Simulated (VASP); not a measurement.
A run of VASP 6.6.1 is set up as follows.

INCAR

```
SYSTEM = SiC
PREC = Accurate
ENCUT = 520
EDIFF = 1E-6
ISMEAR = 0
SIGMA = 0.01
LREAL = .False.
LASPH = .True.
NELM = 80
ALGO = Normal
ISIF = 2
LWAVE = .False.
LCHARG = .False.
NBANDS = 36
```

File KPOINTS:

```
Automatic mesh
0
Gamma
  8 8 2
  0 0 0
```

POSCAR

```
SiC
1.0
    1.5296578369     -2.6494440759      0.0000000000
    1.5296578369      2.6494440759      0.0000000000
    0.0000000000      0.0000000000     15.0103014633
Si C
6 6
Direct
    0.1666661213      0.8333338787      0.8577026189
    0.8333338787      0.1666661213      0.3577026189
    0.5000006987      0.4999993013      0.5244815278
    0.4999993013      0.5000006987      0.0244815278
    0.8333334193      0.1666665807      0.6912130347
    0.1666665807      0.8333334193      0.1912130347
    0.5000003968      0.4999996032      0.6498397435
    0.4999996032      0.5000003968      0.1498397435
    0.1666664908      0.8333335092      0.9826972784
    0.8333335092      0.1666664908      0.4826972784
    0.8333333677      0.1666666323      0.8162057967
    0.1666666323      0.8333333677      0.3162057967
```

Potentials or basis: VASP PAW LDA potentials, release 64 (Si, C).

Run with:

```sh
$ cat potpaw_LDA.64/Si/POTCAR potpaw_LDA.64/C/POTCAR > POTCAR
$ mpirun -np 1 vasp_std > vasp.out
```

Q: Predict the pressure.

A: 0.4 GPa.

Q: Estimate the band gap on the k mesh.

A: 1.97 eV (least direct gap 3.07 eV).

A k mesh can miss the band edges.
